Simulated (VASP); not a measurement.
# Zr4Cl (P6/mmm) in VASP: a series of runs

Runs on Zr4Cl. Level: PBE. Tasks: single point.

Program: VASP 6.6.1. These are calculated values, not measurements. Logs are shortened: lines on timing, memory, paths and dates and some standing lists are left out, and cuts for length are marked.

## 1. The cell of the first run

Symmetry: P6/mmm, No. 191, hexagonal system. The conventional cell has a = 4.831 Å, b = 4.831 Å, c = 4.647 Å, α = 90.00°, β = 90.00°, γ = 120.00°. Within 3.1 Å of Zr (site symmetry -6m2) lie 5 Zr at 2.32 to 2.79 Å. Within 3.1 Å of Zr (site symmetry -6m2) lie 5 Zr at 2.32 to 2.79 Å and 3 Cl at 2.79 Å. Cl (site symmetry 6/mmm) has 18 Zr at 2.79 to 3.63 Å within 3.7 Å.

The cell was generated, and may not be a known phase.

## 2. Single point, PBE

INCAR

```
ALGO = Normal
EDIFF = 1E-6
ENCUT = 520
GGA = PE
ISIF = 2
ISMEAR = 0
LASPH = T
LCHARG = F
LREAL = F
LWAVE = F
NBANDS = 36
NELM = 100
PREC = Accurate
SIGMA = 0.1
```

KPOINTS

```
k-points
0
Gamma
  6 6 4
```

POSCAR

```
Zr4Cl
1.0
    4.8313820100      0.0000000000      0.0000000000
   -2.4156910000      4.1840995500      0.0000000000
    0.0000000000      0.0000000000      4.6471990500
Zr Cl
4 1
Direct
    0.3333333300      0.6666666700      0.5000000000
    0.6666666700      0.3333333300      0.5000000000
    0.3333333300      0.6666666700      0.0000000000
    0.6666666700      0.3333333300      0.0000000000
    0.0000000000      0.0000000000      0.0000000000
```

Potentials or basis: VASP PAW PBE potentials, release 64 (Zr_sv, Cl).

On the command line:

```sh
cat potpaw_PBE.64/Zr_sv/POTCAR potpaw_PBE.64/Cl/POTCAR > POTCAR
mpirun -np 1 vasp_std > vasp.out
```

OUTCAR:

```text
EDIFF = 1E-6
   ENCUT = 520
   GGA = PE
   ISIF = 2
   ISMEAR = 0
   LASPH = T
   LREAL = F
   NELM = 100
   PREC = Accurate

 ion  position               nearest neighbor table
   1  0.333  0.667  0.500-   3 2.32   3 2.32   2 2.79   2 2.79   2 2.79   4 3.63   4 3.63   4 3.63
                             4 3.63   4 3.63   4 3.63
   2  0.667  0.333  0.500-   4 2.32   4 2.32   1 2.79   1 2.79   1 2.79   3 3.63   3 3.63   3 3.63
                             3 3.63   3 3.63   3 3.63
   3  0.333  0.667  0.000-   1 2.32   1 2.32   4 2.79   5 2.79   4 2.79   5 2.79   5 2.79   4 2.79
                             2 3.63   2 3.63   2 3.63   2 3.63   2 3.63   2 3.63
   4  0.667  0.333  0.000-   2 2.32   2 2.32   3 2.79   5 2.79   3 2.79   5 2.79   5 2.79   3 2.79
                             1 3.63   1 3.63   1 3.63   1 3.63   1 3.63   1 3.63
   5  0.000  0.000  0.000-   3 2.79   4 2.79   3 2.79   4 2.79   4 2.79   3 2.79

  LATTYP: Found a hexagonal cell.
 ALAT       =     4.8313820100
 C/A-ratio  =     0.9618777899

  Lattice vectors:

 A1 = (   4.8313820100,   0.0000000000,   0.0000000000)
 A2 = (  -2.4156910000,   4.1840995500,   0.0000000000)
 A3 = (   0.0000000000,   0.0000000000,   4.6471990500)

Analysis of symmetry for initial positions (statically):
=====================================================================
 Subroutine PRICEL returns:
 Original cell was already a primitive cell.

 Routine SETGRP: Setting up the symmetry group for a
 hexagonal supercell.

 Subroutine GETGRP returns: Found 24 space group operations
 (whereof 24 operations were pure point group operations)
 out of a pool of 24 trial point group operations.

The static configuration has the point symmetry D_6h.

Analysis of symmetry for dynamics (positions and initial velocities):
=====================================================================
 Subroutine PRICEL returns:
 Original cell was already a primitive cell.

 Routine SETGRP: Setting up the symmetry group for a
 hexagonal supercell.

 Subroutine GETGRP returns: Found 24 space group operations
 (whereof 24 operations were pure point group operations)
 out of a pool of 24 trial point group operations.

The dynamic configuration has the point symmetry D_6h.

 Subroutine INISYM returns: Found 24 space group operations
 (whereof 24 operations are pure point group operations),
 and found     1 'primitive' translations
[... 89 lines left out ...]
   ISTART =      0    job   : 0-new  1-cont  2-samecut
   ICHARG =      2    charge: 1-file 2-atom 10-const
   ISPIN  =      1    spin polarized calculation?
   LNONCOLLINEAR =      F non collinear calculations
   LSORBIT =      F    spin-orbit coupling
   LASPH  =      T    aspherical Exc in radial PAW
   ENCUT  =  520.0 eV  38.22 Ry    6.18 a.u.   8.98  8.98  8.64*2*pi/ulx,y,z
   NELM   =    100;   NELMIN=  2; NELMDL= -5     # of ELM steps
   EDIFF  = 0.1E-05   stopping-criterion for ELM
   LREAL  =      F    real-space projection
[... 7 lines left out ...]
   TEBEG  =    0.0;   TEEND  =   0.0 temperature during run
   PSTRESS=    0.0 pullay stress
   NELECT =      55.0000    total number of electrons
   NUPDOWN=      -1.0000    fix difference up-down
   EMIN   =  10.00;   EMAX   =-10.00  energy-range for DOS
   EFERMI =   0.00;   METHOD = LEGACY
   ISMEAR =     0;   SIGMA  =   0.10  broadening in eV -4-tet -1-fermi 0-gaus
   EFERMI_NEDOS =   21; number of points for ismear=-14 and -15
   IALGO  =     38    algorithm
   IMIX   =      4    mixing-type and parameters
     AMIX     =   0.40;   BMIX     =  1.00
     AMIX_MAG =   1.60;   BMIX_MAG =  1.00
  volume/ion in A,a.u.               =      18.79       126.79
  Fermi-wavevector in a.u.,A,eV,Ry     =   1.369538  2.588052 25.519565  1.875635
  Thomas-Fermi vector in A             =   2.495405
   LORBIT       =      0    0 simple, 1 ext, 2 COOP (PROOUT), +10 PAW based schemes
   GGA     = PE    functional components
   LHFCALC =     F    Hartree Fock is set to
   AEXX    =    0.0000 exact exchange contribution
   IVDW    =     0    specifies the selected vdW correction
   LEPSILON=     F    determine dielectric tensor
   LRPA    =     F    only Hartree local field effects (RPA)
 non-spin polarized calculation
 Gauss-broadening in eV      SIGMA  =   0.10
  energy-cutoff  :      520.00
  volume of cell :       93.94
 maximum number of plane-waves:      2549
 NGX is ok and might be reduce to    36
   NGX = 17   NGY = 17   NGZ = 17

 number of electron      54.9999999 magnetization

 Free energy of the ion-electron system (eV)
  ---------------------------------------------------
  ext. energy  EPLUGINS =         0.00000000
  ---------------------------------------------------
  free energy    TOTEN  =       -27.26982011 eV

  energy without entropy =      -27.22710874  energy(sigma->0) =      -27.24846442

 E-fermi :  10.3622     XC(G=0): -11.4731

 val. band max:       10.3553918052   @ k =   0.3333   0.0000   0.0000
 cond. band min:      10.3736113354   @ k =   0.1667   0.0000   0.2500
 fundamental gap:      0.0182195302
 Fermi energy:        10.3621633251

 k-point     1 :       0.0000    0.0000    0.0000
  band No.  band energies     occupation
      1     -38.5296      2.00000
      2     -38.1776      2.00000
      3     -37.2873      2.00000
      4     -36.9644      2.00000
      5     -19.0903      2.00000
      6     -18.6955      2.00000
[... 808 lines left out ...]
     35      13.9474      0.00000
     36      14.0887      0.00000

------------------------ aborting loop because EDIFF is reached ----------------------------------------

  FORCE on cell =-STRESS in cart. coord.  units (eV):
  Direction    XX          YY          ZZ          XY          YZ          ZX
  --------------------------------------------------------------------------------------
  -------------------------------------------------------------------------------------
  Total       15.1721093     15.1721093     40.2695487      0.0000000     -0.0000000      0.0000000
  in kB      258.7568667    258.7568660    686.7879765      0.0000003     -0.0000000      0.0000000
  external PRESSURE =     401.4339031 kB  Pullay stress =       0.0000000 kB

 VOLUME and BASIS-vectors are now :
 -----------------------------------------------------------------------------
  energy-cutoff  :      520.00
  volume of cell :       93.94
      direct lattice vectors                 reciprocal lattice vectors
     4.831382010  0.000000000  0.000000000     0.206980114  0.119500025  0.000000000
    -2.415691000  4.184099550  0.000000000     0.000000000  0.239000050  0.000000000
     0.000000000  0.000000000  4.647199050     0.000000000  0.000000000  0.215183380

 POSITION                                       TOTAL-FORCE (eV/Angst)
 -----------------------------------------------------------------------------------
     -0.00000      2.78940      2.32360         0.000000      0.000000     -0.000000
      2.41569      1.39470      2.32360        -0.000000     -0.000000     -0.000000
     -0.00000      2.78940      0.00000         0.000000     -0.000000     -0.000000
      2.41569      1.39470      0.00000        -0.000000      0.000000      0.000000
      0.00000      0.00000      0.00000         0.000000      0.000000     -0.000000
 -----------------------------------------------------------------------------------
    total drift:                                0.000000     -0.000000     -0.000000

  FREE ENERGIE OF THE ION-ELECTRON SYSTEM (eV)
  ---------------------------------------------------
  free  energy   TOTEN  =       -27.2698201083 eV

  energy  without entropy=      -27.2271087355  energy(sigma->0) =      -27.24846442
```

OSZICAR:

```text
N       E                     dE             d eps       ncg     rms          rms(c)
DAV:   1     0.592493395272E+03    0.59249E+03   -0.29213E+04  1512   0.151E+03
DAV:   2     0.183751316087E+02   -0.57412E+03   -0.56261E+03  1680   0.460E+02
DAV:   3    -0.248868712174E+02   -0.43262E+02   -0.41824E+02  2408   0.955E+01
DAV:   4    -0.282384147485E+02   -0.33515E+01   -0.32737E+01  2240   0.238E+01
DAV:   5    -0.283572929657E+02   -0.11888E+00   -0.11873E+00  2128   0.422E+00    0.398E+01
DAV:   6    -0.273903208322E+02    0.96697E+00   -0.18562E+00  1904   0.662E+00    0.228E+01
DAV:   7    -0.273256776720E+02    0.64643E-01   -0.11435E+00  2128   0.596E+00    0.319E+00
DAV:   8    -0.273318760903E+02   -0.61984E-02   -0.11519E+00  1856   0.577E+00    0.222E+00
DAV:   9    -0.272684938505E+02    0.63382E-01   -0.32482E-01  1748   0.282E+00    0.901E-01
DAV:  10    -0.272698222134E+02   -0.13284E-02   -0.17768E-02  1968   0.841E-01    0.126E-01
DAV:  11    -0.272698166234E+02    0.55900E-05   -0.59658E-04  2180   0.131E-01    0.420E-02
DAV:  12    -0.272698151913E+02    0.14321E-05   -0.50370E-05  2116   0.436E-02    0.235E-02
DAV:  13    -0.272698194160E+02   -0.42247E-05   -0.10738E-05  1784   0.203E-02    0.772E-03
DAV:  14    -0.272698201083E+02   -0.69236E-06   -0.18484E-06  1424   0.761E-03
   1 F= -.27269820E+02 E0= -.27248464E+02  d E =-.427114E-01
```

stdout:

```text
POSCAR found type information on POSCAR ZrCl
 POSCAR found :  2 types and       5 ions
 scaLAPACK will be used
 LDA part: xc-table for (Slater+PW92), standard interpolation
 POSCAR, INCAR and KPOINTS ok, starting setup
 FFT: planning ... GRIDC
 FFT: planning ... GRID_SOFT
 FFT: planning ... GRID
 WAVECAR not read
 entering main loop
```

It took 62 s on 1 thread of Oxide Virtual Turin-like, shared host; peak memory 0.19 GiB.

Results:

```yaml
Free_energy: -27.2698 eV
Pressure: 40.1 GPa
Band_gap_on_the_k_mesh: zero (an odd number of electrons rules out a gap without spin polarisation)
```

Caveat: the stress differs along the axes, from 26 to 69 GPa.

## 3. Single point, PBE

This run uses another cell than the first one, of 26.14 Å³/atom.

INCAR

```
PREC     = Accurate       # precision mode
ENCUT    = 520            # plane-wave cutoff, eV
EDIFF    = 1E-6           # SCF threshold, eV
ISMEAR   = 0              # smearing method
SIGMA    = 0.1            # smearing width, eV
LREAL    = F              # projectors in reciprocal space
LASPH    = T              # aspherical terms in the spheres
NELM     = 80             # most SCF steps
ALGO     = Normal         # electronic algorithm
ISIF     = 2              # what is computed and relaxed
LWAVE    = F              # write WAVECAR
LCHARG   = F              # write CHGCAR
GGA      = PE             # functional
NBANDS   = 36             # bands
```

KPOINTS

```
regular mesh
0
Gamma
  6 6 4
```

POSCAR

```
Zr4Cl
1.0
    5.1572335543     -0.0000000031      0.0000000000
   -2.5786167745      4.4662952728      0.0000000000
    0.0000000000      0.0000000000      5.6751064196
Zr Cl
4 1
Direct
    0.3333333333      0.6666666667      0.5000000000
    0.6666666667      0.3333333333      0.5000000000
    0.3333333333      0.6666666667      0.0000000000
    0.6666666667      0.3333333333      0.0000000000
    0.0000000000      0.0000000000      0.0000000000
```

Potentials or basis: VASP PAW PBE potentials, release 64 (Zr_sv, Cl).

On the command line:

```sh
cat potpaw_PBE.64/Zr_sv/POTCAR potpaw_PBE.64/Cl/POTCAR > POTCAR
mpirun -np 1 vasp_std > vasp.out
```

Wall time 80 s (1 thread of Oxide Virtual Turin-like, shared host); peak memory 0.24 GiB.

Results (log left out):

```yaml
Free_energy: -31.9295 eV
Pressure: 0.2 GPa
Band_gap_on_the_k_mesh: zero (an odd number of electrons rules out a gap without spin polarisation)
```

Stress tensor (GPa, compression positive):
```
0.29 0.00 0.00
0.00 0.29 0.00
0.00 0.00 0.12
```

Levels at points of the mesh, in eV from the Fermi level:
| k point | band 25 | band 26 | band 27 | band 28 | band 29 | band 30 |
| --- | --- | --- | --- | --- | --- | --- |
| (0.00, 0.00, 0.00) | -0.81 | -0.35 | 0.24 | 0.24 | 0.69 | 0.69 |
| (0.50, 0.00, 0.00) | -0.97 | -0.40 | -0.39 | -0.38 | -0.26 | 0.55 |
| (0.00, 0.00, 0.50) | -0.46 | -0.46 | 0.35 | 0.35 | 0.36 | 0.55 |
| (0.50, 0.00, 0.50) | -0.68 | -0.26 | -0.05 | 0.01 | 0.08 | 0.79 |
